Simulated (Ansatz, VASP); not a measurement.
# One calculation of K, two programs

File INCAR:

```
PREC     = Accurate       # precision mode
ENCUT    = 520            # plane-wave cutoff, eV
EDIFF    = 1E-6           # SCF threshold, eV
ISMEAR   = 0              # smearing method
SIGMA    = 0.15           # smearing width, eV
LREAL    = False          # projectors in reciprocal space
LASPH    = True           # aspherical terms in the spheres
NELM     = 100            # most SCF steps
ALGO     = Fast           # electronic algorithm
ISIF     = 2              # what is computed and relaxed
LWAVE    = False          # write WAVECAR
LCHARG   = True           # write CHGCAR
GGA      = PS             # functional
LELF     = True           # ELF
LVHAR    = True         
NBANDS   = 10             # bands
```

The input KPOINTS:

```
Automatic mesh
0
Gamma
  14 14 14
```

Contents of POSCAR:

```
K
1.0
   -2.6180000000      2.6572700000      2.6180000000
    2.6180000000     -2.6572700000      2.6180000000
    2.6180000000      2.6572700000     -2.6180000000
K
1
Direct
    0.0000000000      0.0000000000      0.0000000000
```

Input for Ansatz:

```yaml
crystal:
  lattice:
    - [-2.618, 2.65727, 2.618]
    - [2.618, -2.65727, 2.618]
    - [2.618, 2.65727, -2.618]
  atoms:
    - { symbol: K, position: [0.0, 0.0, 0.0] }
basis:
  ecutwfc: 420
kpoints:
  mp_grid: { grid: [14, 14, 14] }
hamiltonian:
  xc: pbesol
scf:
  occupations: { method: gaussian, width: 0.15 }
output:
  forces: true
  stress: true
  eigenvalues: true
```

Change from the starting cell: strain +0.0150 x Voigt [0, 1, 0, 0, 0, 0], atoms carried along.

Alike in both runs: task single point; functional PBEsol; k mesh 14 × 14 × 14; occupations gaussian, width 0.15 eV; no spin polarisation.

|  | VASP | Ansatz |
| --- | --- | --- |
| version | VASP 6.6.1 | Ansatz 0.2.0 |
| potentials or method | VASP PAW PBE potentials, release 64 (K_sv), cutoff 520 eV | scalar-relativistic, plane waves, PAW |
| valence electrons in the cell | 9 | 9 |

```tsv
	VASP	Ansatz	Ansatz less VASP
gap on the k mesh at the Fermi level (eV)	none	none	-
pressure (GPa)	-0.1	-0.1	+0.01
```

VASP's potentials were made for PBE, not for PBEsol. A gap of «none» marks a metal or a gap that the smearing closes.
